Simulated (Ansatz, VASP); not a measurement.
Two plane-wave programs on Ga3Bi2N3

```xyz
8
Lattice="3.7447 2.1620 3.0549 -3.7447 2.1620 3.0549 0.0000 -4.3240 3.0549" Properties=species:S:1:pos:R:3 pbc="T T T"
Ga    1.8259    0.0000    4.5823
Ga   -0.9129   -1.5813    4.5823
Ga   -0.9129    1.5813    4.5823
Bi    0.0000    0.0000    2.2390
Bi    0.0000    0.0000    6.9257
N     1.8082    2.1620    3.0549
N     0.9682   -2.6470    3.0549
N    -2.7764    0.4850    3.0549
```

Change from the starting cell: species swapped into the Ti3Nb3Sn2 type (R32, No. 155).

Alike in both runs: task relaxation of cell and atoms; functional PBE; k mesh 2 × 2 × 2; occupations gaussian, width 0.15 eV; no spin polarisation.

|  | VASP | Ansatz |
| --- | --- | --- |
| version | VASP 6.6.1 | Ansatz 0.2.0 |
| potentials or method | VASP PAW PBE potentials, release 64 (Ga_d, Bi_d, N), cutoff 600 eV | scalar-relativistic, plane waves, PAW |
| valence electrons in the cell | 84 | 84 |

Ansatz gave:

```
gap on the k mesh at the Fermi level, each at its own relaxed structure (eV) : none
relaxed volume (Å³/atom)                                                     : 18.51
relaxed cell length with the largest relative difference (Å)                 : 5.298
```

Problem. Estimate VASP's values.

Solution. gap on the k mesh at the Fermi level, each at its own relaxed structure (eV): none; relaxed volume (Å³/atom): 18.63; relaxed cell length with the largest relative difference (Å): 5.311.

A gap of «none» marks a metal or a gap that the smearing closes.

The k mesh is coarse, so the values compare programs but aren't converged. Spin-orbit coupling is off throughout.
